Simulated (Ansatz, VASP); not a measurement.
Two plane-wave programs on Ta2TiSi3

```
CELL_PARAMETERS angstrom
4.02052 0.00000 0.00000
0.00000 4.02052 0.00000
0.00000 0.00000 5.61781
ATOMIC_POSITIONS crystal
Ti 0.50000 0.50000 0.50000
Ta 0.00000 0.50000 0.50000
Ta 0.50000 0.00000 0.50000
Si 0.50000 0.50000 0.17848
Si 0.50000 0.50000 0.82152
Si 0.00000 0.00000 0.00000
```

Alike in both runs: task relaxation of cell and atoms; functional PBE; k mesh 4 × 4 × 4; occupations gaussian, width 0.1 eV; no spin polarisation.

```csv
,VASP,Ansatz
version,VASP 6.6.1,Ansatz 0.2.0
potentials or method,"VASP PAW PBE potentials, release 64 (Ti_sv, Ta_pv, Si), cutoff 600 eV","scalar-relativistic, plane waves, PAW"
valence electrons in the cell,46,50
```

VASP gave:

* gap on the k mesh at the Fermi level, each at its own relaxed structure (eV): none
* relaxed volume (Å³/atom): 23.85
* relaxed cell length with the largest relative difference (Å): 4.593

Task: Which values does Ansatz return?

Result: gap on the k mesh at the Fermi level, each at its own relaxed structure (eV): none; relaxed volume (Å³/atom): 23.83; relaxed cell length with the largest relative difference (Å): 4.590.

A gap of «none» marks a metal or a gap that the smearing closes. VASP's potentials hold 46 valence electrons a cell and Ansatz's 50, so a difference there can come from the potentials and not from the codes.

The k mesh is coarse, so the values compare programs but aren't converged. Spin-orbit coupling is off throughout. Noted on VASP's run: the volume moved by over 15 % at a fixed basis, so the end points are rough.
